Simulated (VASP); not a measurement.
# YV (Pm-3m) in VASP: a series of runs

The runs below take YV through single point, with PBE.

Program: VASP 6.6.1. These are calculated values, not measurements. Logs are shortened: lines on timing, memory, paths and dates and some standing lists are left out, and cuts for length are marked.

### 1 The cell of the first run

The structure is cubic, space group Pm-3m (No. 221). Conventional cell: a = 3.614 Å, b = 3.614 Å, c = 3.614 Å, α = 90.00°, β = 90.00°, γ = 90.00°. V (site symmetry m-3m) has 8 Y at 3.13 Å and 6 V at 3.61 Å within 4.1 Å. Within 4.1 Å of Y (site symmetry m-3m) lie 8 V at 3.13 Å and 6 Y at 3.61 Å.

### 2 Single point, PBE, collinear spin, ferromagnetic start

File INCAR:

```
SYSTEM = YV
PREC     = Accurate       ! precision mode
ENCUT    = 520            ! plane-wave cutoff, eV
EDIFF    = 1E-6           ! SCF threshold, eV
ISMEAR   = 0              ! smearing method
SIGMA    = 0.1            ! smearing width, eV
LREAL    = .False.        ! projectors in reciprocal space
LASPH    = .True.         ! aspherical terms in the spheres
NELM     = 150            ! most SCF steps
ALGO     = Normal         ! electronic algorithm
ISIF     = 2              ! what is computed and relaxed
LWAVE    = .False.        ! write WAVECAR
LCHARG   = .False.        ! write CHGCAR
ISPIN    = 2              ! spin polarisation
MAGMOM   = 0.5 0          ! initial moments
LORBIT   = 11             ! projections on sites
LMAXMIX  = 4              ! l up to which the mixer works
GGA      = PE             ! functional
NBANDS   = 23             ! bands
```

File KPOINTS:

```
Automatic mesh
0
Gamma
  12 12 12
  0 0 0
```

File POSCAR:

```
YV
1.0
    3.6142622652      0.0000000000      0.0000000000
    0.0000000000      3.6142622652      0.0000000000
    0.0000000000      0.0000000000      3.6142622652
V Y
1 1
Direct
    0.0000000000      0.0000000000      0.0000000000
    0.5000000000      0.5000000000      0.5000000000
```

Potentials or basis: VASP PAW PBE potentials, release 64 (V_sv, Y_sv).

On the command line:

```console
cat potpaw_PBE.64/V_sv/POTCAR potpaw_PBE.64/Y_sv/POTCAR > POTCAR
mpirun -np 1 vasp_std > vasp.out
```

OUTCAR:

```text
SYSTEM = YV
   PREC = Accurate
   ENCUT = 520
   EDIFF = 1E-6
   ISMEAR = 0
   LREAL = .False.
   LASPH = .True.
   NELM = 150
   ISIF = 2
   ISPIN = 2
   LORBIT = 11
   GGA = PE

 ion  position               nearest neighbor table
   1  0.000  0.000  0.000-   2 3.13   2 3.13   2 3.13   2 3.13   2 3.13   2 3.13   2 3.13   2 3.13

   2  0.500  0.500  0.500-   1 3.13   1 3.13   1 3.13   1 3.13   1 3.13   1 3.13   1 3.13   1 3.13

  LATTYP: Found a simple cubic cell.
 ALAT       =     3.6142622652

  Lattice vectors:

 A1 = (   3.6142622652,   0.0000000000,   0.0000000000)
 A2 = (   0.0000000000,   3.6142622652,   0.0000000000)
 A3 = (   0.0000000000,   0.0000000000,   3.6142622652)

Analysis of symmetry for initial positions (statically):
=====================================================================
 Subroutine PRICEL returns:
 Original cell was already a primitive cell.

 Routine SETGRP: Setting up the symmetry group for a
 simple cubic supercell.

 Subroutine GETGRP returns: Found 48 space group operations
 (whereof 48 operations were pure point group operations)
 out of a pool of 48 trial point group operations.

The static configuration has the point symmetry O_h .

Analysis of symmetry for dynamics (positions and initial velocities):
=====================================================================
 Subroutine PRICEL returns:
 Original cell was already a primitive cell.

 Routine SETGRP: Setting up the symmetry group for a
 simple cubic supercell.

 Subroutine GETGRP returns: Found 48 space group operations
 (whereof 48 operations were pure point group operations)
 out of a pool of 48 trial point group operations.

The dynamic configuration has the point symmetry O_h .

Analysis of structural, dynamic, and magnetic symmetry:
=====================================================================
 Subroutine PRICEL returns:
 Original cell was already a primitive cell.

 Routine SETGRP: Setting up the symmetry group for a
 simple cubic supercell.

 Subroutine GETGRP returns: Found 48 space group operations
 (whereof 48 operations were pure point group operations)
 out of a pool of 48 trial point group operations.

The overall configuration has the point symmetry O_h .

 Subroutine INISYM returns: Found 48 space group operations
 (whereof 48 operations are pure point group operations),
 and found     1 'primitive' translations

----------------------------------------------------------------------------------------

                                     Primitive cell

  volume of cell :      47.2127

  direct lattice vectors                    reciprocal lattice vectors
     3.614262265  0.000000000  0.000000000     0.276681637  0.000000000  0.000000000
     0.000000000  3.614262265  0.000000000     0.000000000  0.276681637  0.000000000
     0.000000000  0.000000000  3.614262265     0.000000000  0.000000000  0.276681637

  length of vectors
     3.614262265  3.614262265  3.614262265     0.276681637  0.276681637  0.276681637

  position of ions in fractional coordinates (direct lattice)
     0.000000000  0.000000000  0.000000000
     0.500000000  0.500000000  0.500000000

  ion indices of the primitive-cell ions
   primitive index   ion index
                 1           1
                 2           2

----------------------------------------------------------------------------------------

 KPOINTS: Automatic mesh

Automatic generation of k-mesh.
 Grid dimensions read from file:
 generate k-points for:   12   12   12

 Generating k-lattice:

  Cartesian coordinates                     Fractional coordinates (reciprocal lattice)
     0.023056803  0.000000000  0.000000000     0.083333333  0.000000000  0.000000000
     0.000000000  0.023056803  0.000000000     0.000000000  0.083333333  0.000000000
     0.000000000  0.000000000  0.023056803     0.000000000  0.000000000  0.083333333

  Length of vectors
     0.023056803  0.023056803  0.023056803

  Shift w.r.t. Gamma in fractional coordinates (k-lattice)
     0.000000000  0.000000000  0.000000000

 Subroutine IBZKPT returns following result:
 ===========================================

 Found     84 irreducible k-points:

 Following reciprocal coordinates:
            Coordinates               Weight
  0.000000  0.000000  0.000000      1.000000
  0.083333  0.000000  0.000000      6.000000
  0.166667  0.000000  0.000000      6.000000
  0.250000  0.000000  0.000000      6.000000
  0.333333  0.000000  0.000000      6.000000
  0.416667  0.000000  0.000000      6.000000
[... 16 lines left out ...]
  0.333333  0.333333  0.000000     12.000000
  0.416667  0.333333  0.000000     24.000000
 [... further k-points ...]
   k-points           NKPTS =     84   k-points in BZ     NKDIM =     84   number of bands    NBANDS=     23
   number of dos      NEDOS =    301   number of ions     NIONS =      2
   total plane-waves  NPLWV =  21952
   dimension x,y,z NGX =    28 NGY =   28 NGZ =   28
   dimension x,y,z NGXF=    56 NGYF=   56 NGZF=   56
   ions per type =               1   1
   NGX,Y,Z   is equivalent  to a cutoff of  12.88, 12.88, 12.88 a.u.
   NGXF,Y,Z  is equivalent  to a cutoff of  25.76, 25.76, 25.76 a.u.
 SYSTEM =  YV
   PREC   = accura    normal or accurate (medium, high low for compatibility)
   ISTART =      0    job   : 0-new  1-cont  2-samecut
   ICHARG =      2    charge: 1-file 2-atom 10-const
   ISPIN  =      2    spin polarized calculation?
   LNONCOLLINEAR =      F non collinear calculations
   LSORBIT =      F    spin-orbit coupling
   LASPH  =      T    aspherical Exc in radial PAW
   ENCUT  =  520.0 eV  38.22 Ry    6.18 a.u.   6.72  6.72  6.72*2*pi/ulx,y,z
   NELM   =    150;   NELMIN=  2; NELMDL= -5     # of ELM steps
   EDIFF  = 0.1E-05   stopping-criterion for ELM
   LREAL  =      F    real-space projection
[... 7 lines left out ...]
   TEBEG  =    0.0;   TEEND  =   0.0 temperature during run
   PSTRESS=    0.0 pullay stress
   NELECT =      24.0000    total number of electrons
   NUPDOWN=      -1.0000    fix difference up-down
   EMIN   =  10.00;   EMAX   =-10.00  energy-range for DOS
   EFERMI =   0.00;   METHOD = LEGACY
   ISMEAR =     0;   SIGMA  =   0.10  broadening in eV -4-tet -1-fermi 0-gaus
   EFERMI_NEDOS =   21; number of points for ismear=-14 and -15
   IALGO  =     38    algorithm
   IMIX   =      4    mixing-type and parameters
     AMIX     =   0.40;   BMIX     =  1.00
     AMIX_MAG =   1.60;   BMIX_MAG =  1.00
  volume/ion in A,a.u.               =      23.61       159.30
  Fermi-wavevector in a.u.,A,eV,Ry     =   1.306549  2.469019 23.226088  1.707069
  Thomas-Fermi vector in A             =   2.437343
   LORBIT       =     11    0 simple, 1 ext, 2 COOP (PROOUT), +10 PAW based schemes
   GGA     = PE    functional components
   LHFCALC =     F    Hartree Fock is set to
   AEXX    =    0.0000 exact exchange contribution
   IVDW    =     0    specifies the selected vdW correction
   LEPSILON=     F    determine dielectric tensor
   LRPA    =     F    only Hartree local field effects (RPA)
 spin polarized calculation
 Gauss-broadening in eV      SIGMA  =   0.10
  energy-cutoff  :      520.00
  volume of cell :       47.21
 maximum number of plane-waves:      1328
 NGX is ok and might be reduce to    28
   NGX = 13   NGY = 13   NGZ = 13

 number of electron      23.9999997 magnetization       3.4839050

 Free energy of the ion-electron system (eV)
  ---------------------------------------------------
  ext. energy  EPLUGINS =         0.00000000
  ---------------------------------------------------
  free energy    TOTEN  =       -14.53887315 eV

  energy without entropy =      -14.52538879  energy(sigma->0) =      -14.53213097

 E-fermi :   4.6426     XC(G=0): -10.4100

 val. band max:        4.6420502193   @ k =   0.4167   0.4167   0.1667
 cond. band min:       4.6434814600   @ k =   0.2500   0.0833   0.0833
 fundamental gap:      0.0014312408
 Fermi energy:         4.6425985174

 spin component 1

 k-point     1 :       0.0000    0.0000    0.0000
  band No.  band energies     occupation
      1     -59.8792      1.00000
      2     -37.3547      1.00000
      3     -33.7382      1.00000
      4     -33.7382      1.00000
      5     -33.7382      1.00000
      6     -17.2558      1.00000
[... 15 lines left out ...]
     22      10.9135      0.00000
     23      17.7876      0.00000

 k-point     2 :       0.0833    0.0000    0.0000
  band No.  band energies     occupation
      1     -59.8791      1.00000
      2     -37.3535      1.00000
      3     -33.7393      1.00000
      4     -33.7381      1.00000
      5     -33.7381      1.00000
      6     -17.2779      1.00000
[... 15 lines left out ...]
     22      11.5647      0.00000
     23      17.1834      0.00000

 k-point     3 :       0.1667    0.0000    0.0000
  band No.  band energies     occupation
      1     -59.8789      1.00000
      2     -37.3503      1.00000
      3     -33.7421      1.00000
      4     -33.7377      1.00000
      5     -33.7377      1.00000
      6     -17.3376      1.00000
[... 15 lines left out ...]
     22      12.6247      0.00000
     23      16.3403      0.00000
[... 495 lines left out ...]
 k-point    23 :       0.3333    0.3333    0.0000
  band No.  band energies     occupation
      1     -59.8775      1.00000
      2     -37.3251      1.00000
      3     -33.7525      1.00000
      4     -33.7504      1.00000
      5     -33.7352      1.00000
      6     -17.4673      1.00000
[... 15 lines left out ...]
     22      14.7373      0.00000
     23      15.7416      0.00000

 k-point    24 :       0.4167    0.3333    0.0000
  band No.  band energies     occupation
      1     -59.8773      1.00000
      2     -37.3210      1.00000
      3     -33.7552      1.00000
      4     -33.7517      1.00000
      5     -33.7349      1.00000
      6     -17.5134      1.00000
[... 15 lines left out ...]
     22      14.4237      0.00000
     23      15.7240      0.00000

 [... further k-points ...]

 spin component 2

 k-point     1 :       0.0000    0.0000    0.0000
  band No.  band energies     occupation
      1     -57.5588      1.00000
      2     -37.2333      1.00000
      3     -31.4331      1.00000
      4     -31.4331      1.00000
      5     -31.4331      1.00000
      6     -17.1143      1.00000
[... 15 lines left out ...]
     22      12.0960      0.00000
     23      18.5118      0.00000

 k-point     2 :       0.0833    0.0000    0.0000
  band No.  band energies     occupation
      1     -57.5587      1.00000
      2     -37.2320      1.00000
      3     -31.4344      1.00000
      4     -31.4329      1.00000
      5     -31.4329      1.00000
      6     -17.1360      1.00000
[... 15 lines left out ...]
     22      12.6678      0.00000
     23      17.9459      0.00000

 k-point     3 :       0.1667    0.0000    0.0000
  band No.  band energies     occupation
      1     -57.5585      1.00000
      2     -37.2286      1.00000
      3     -31.4379      1.00000
      4     -31.4325      1.00000
      5     -31.4325      1.00000
      6     -17.1945      1.00000
[... 15 lines left out ...]
     22      13.7158      0.00000
     23      17.1639      0.00000
[... 495 lines left out ...]
 k-point    23 :       0.3333    0.3333    0.0000
  band No.  band energies     occupation
      1     -57.5569      1.00000
      2     -37.2033      1.00000
      3     -31.4493      1.00000
      4     -31.4475      1.00000
      5     -31.4297      1.00000
      6     -17.3233      1.00000
[... 15 lines left out ...]
     22      15.5461      0.00000
     23      17.0402      0.00000

 k-point    24 :       0.4167    0.3333    0.0000
  band No.  band energies     occupation
      1     -57.5567      1.00000
      2     -37.1994      1.00000
      3     -31.4526      1.00000
      4     -31.4486      1.00000
      5     -31.4293      1.00000
      6     -17.3694      1.00000
[... 15 lines left out ...]
     22      15.2279      0.00000
     23      16.3293      0.00000

 [... further k-points ...]

------------------------ aborting loop because EDIFF is reached ----------------------------------------

  FORCE on cell =-STRESS in cart. coord.  units (eV):
  Direction    XX          YY          ZZ          XY          YZ          ZX
  --------------------------------------------------------------------------------------
  -------------------------------------------------------------------------------------
  Total       -0.0152818     -0.0152818     -0.0152818     -0.0000000      0.0000000     -0.0000000
  in kB       -0.5185914     -0.5185914     -0.5185914     -0.0000000      0.0000000     -0.0000000
  external PRESSURE =      -0.5185914 kB  Pullay stress =       0.0000000 kB

 VOLUME and BASIS-vectors are now :
 -----------------------------------------------------------------------------
  energy-cutoff  :      520.00
  volume of cell :       47.21
      direct lattice vectors                 reciprocal lattice vectors
     3.614262265  0.000000000  0.000000000     0.276681637  0.000000000  0.000000000
     0.000000000  3.614262265  0.000000000     0.000000000  0.276681637  0.000000000
     0.000000000  0.000000000  3.614262265     0.000000000  0.000000000  0.276681637

 POSITION                                       TOTAL-FORCE (eV/Angst)
 -----------------------------------------------------------------------------------
      0.00000      0.00000      0.00000         0.000000      0.000000      0.000000
      1.80713      1.80713      1.80713         0.000000      0.000000      0.000000
 -----------------------------------------------------------------------------------
    total drift:                               -0.000000      0.000000      0.000000

  FREE ENERGIE OF THE ION-ELECTRON SYSTEM (eV)
  ---------------------------------------------------
  free  energy   TOTEN  =       -14.5388731455 eV

  energy  without entropy=      -14.5253887887  energy(sigma->0) =      -14.53213097

 total charge

# of ion       s       p       d       f       tot
--------------------------------------------------
    1        2.281   6.092   3.002   0.000  11.375
    2        2.279   6.311   1.020   0.022   9.632
--------------------------------------------------
tot          4.560  12.403   4.021   0.022  21.006

 magnetization (x)

# of ion       s       p       d       f       tot
--------------------------------------------------
    1        0.027   0.052   2.365   0.000   2.444
    2       -0.013   0.146   0.214   0.015   0.361
--------------------------------------------------
tot          0.014   0.197   2.579   0.015   2.805
```

It took 2.8 min on 1 thread of Intel Xeon 8259CL, shared host; peak memory 0.3 GiB.

What came out:

| Quantity | Value |
| --- | --- |
| Free energy | -14.5389 eV |
| Pressure | -0.1 GPa |
| Net moment | 3.48 μB per cell |
| Site moments | V +2.44; Y +0.36 μB |
| Valence electrons inside the program's atomic spheres | V 11.38; Y 9.63 |

### 3 Single point, PBE, collinear spin, ferromagnetic start

File INCAR:

```
SYSTEM = YV
PREC = Accurate
ENCUT = 520
EDIFF = 1E-6
ISMEAR = 0
SIGMA = 0.1
LREAL = .FALSE.
LASPH = .TRUE.
NELM = 150
ALGO = Normal
ISIF = 2
LWAVE = .FALSE.
LCHARG = .FALSE.
ISPIN = 2
MAGMOM = 0.43 -0.01
LORBIT = 11
NUPDOWN = 0.38
LMAXMIX = 4
GGA = PE
NBANDS = 23
```

File KPOINTS:

```
regular mesh
0
G
  12 12 12
  0 0 0
```

POSCAR is that of step 2.

Potentials or basis: VASP PAW PBE potentials, release 64 (V_sv, Y_sv).

On the command line:

```console
cat potpaw_PBE.64/V_sv/POTCAR potpaw_PBE.64/Y_sv/POTCAR > POTCAR
mpirun -np 1 vasp_std > vasp.out
```

Run time: 2.4 min. Hardware: 1 thread of Intel Xeon 8259CL, shared host; peak memory 0.3 GiB.

Results (log left out):

```yaml
Free_energy: -13.9894 eV
Pressure: -5.2 GPa
Net_moment: 0.38 μB per cell
Site_moments: V +0.38; Y -0.01 μB
Valence_electrons_inside_the_program's_atomic_spheres: V 11.32; Y 9.64
```

Caveat: the cell stands under tension; the total moment is fixed, so each spin has its own Fermi level and the state may be an excited one.

### 4 Single point, PBE, collinear spin, ferromagnetic start

File INCAR:

```
PREC = Accurate
ENCUT = 520
EDIFF = 1E-7
ISMEAR = 0
SIGMA = 0.1
LREAL = False
LASPH = True
NELM = 150
ALGO = Fast
ISIF = 2
LWAVE = False
LCHARG = True
ISPIN = 2
MAGMOM = 0.84 -0.02
LORBIT = 11
NUPDOWN = 0.75
LMAXMIX = 4
GGA = PE
LELF = True
LVHAR = True
NBANDS = 23
```

File KPOINTS:

```
Automatic mesh
0
Gamma
  12 12 12
```

POSCAR is that of step 3.

On the command line:

```console
cat potpaw_PBE.64/V_sv/POTCAR potpaw_PBE.64/Y_sv/POTCAR > POTCAR
mpirun -np 1 vasp_std > vasp.out
```

Run time: 3 min. Hardware: 1 thread of Intel Xeon 8259CL, shared host; peak memory 0.3 GiB.

It converged, with:

```
Free energy                                           : -14.0322 eV
Pressure                                              : -5.0 GPa
Net moment                                            : 0.75 μB per cell
Site moments                                          : V +0.74; Y -0.02 μB
Valence electrons inside the program's atomic spheres : V 11.32; Y 9.63
```

Caveat: the cell stands under tension; the total moment is fixed, so each spin has its own Fermi level and the state may be an excited one.

### 5 Single point, PBE, collinear spin, ferromagnetic start

File INCAR:

```
PREC     = Accurate       # precision mode
ENCUT    = 520            # plane-wave cutoff, eV
EDIFF    = 1E-7           # SCF threshold, eV
ISMEAR   = 0              # smearing method
SIGMA    = 0.1            # smearing width, eV
LREAL    = False          # projectors in reciprocal space
LASPH    = True           # aspherical terms in the spheres
NELM     = 150            # most SCF steps
ALGO     = Normal         # electronic algorithm
ISIF     = 2              # what is computed and relaxed
LWAVE    = False          # write WAVECAR
LCHARG   = True           # write CHGCAR
ISPIN    = 2              # spin polarisation
MAGMOM   = 1.24 -0.03     # initial moments
LORBIT   = 11             # projections on sites
NUPDOWN  = 1.12           # fixed moment
LMAXMIX  = 4              # l up to which the mixer works
GGA      = PE             # functional
LELF     = True           # ELF
LVHAR    = True         
NBANDS   = 23             # bands
```

File KPOINTS:

```
regular mesh
0
Gamma
  12 12 12
```

POSCAR is that of step 4.

On the command line:

```console
cat potpaw_PBE.64/V_sv/POTCAR potpaw_PBE.64/Y_sv/POTCAR > POTCAR
mpirun -np 1 vasp_std > vasp.out
```

It took 3 min on 1 thread of Intel Xeon 8259CL, shared host; peak memory 0.3 GiB.

The run converged. Its results:

- Free energy: -14.1023 eV
- Pressure: -4.6 GPa
- Net moment: 1.12 μB per cell
- Site moments: V +1.09; Y -0.02 μB
- Valence electrons inside the program's atomic spheres: V 11.32; Y 9.63

Caveat: the cell stands under tension; the total moment is fixed, so each spin has its own Fermi level and the state may be an excited one.

### 6 Overview

| fixed moment (μB) | pressure (GPa) | moment (μB) |
| --- | --- | --- |
| - | -0.1 | 3.48 |
| 0.38 | -5.2 | 0.38 |
| 0.75 | -5.0 | 0.75 |
| 1.12 | -4.6 | 1.12 |

Alike in all rows: task single point; level PBE; potentials or basis VASP PAW PBE potentials, release 64 (V_sv, Y_sv); spin collinear, ferromagnetic start; cell as given; k mesh 12 × 12 × 12; cutoff (eV) 520; smearing gaussian 0.1 eV.

Caveats: the cell stands under tension (at least some runs); the total moment is fixed, so each spin has its own Fermi level and the state may be an excited one (at least some runs).

Total energies depend on the potentials used, so only differences within one code and one set of settings carry meaning.
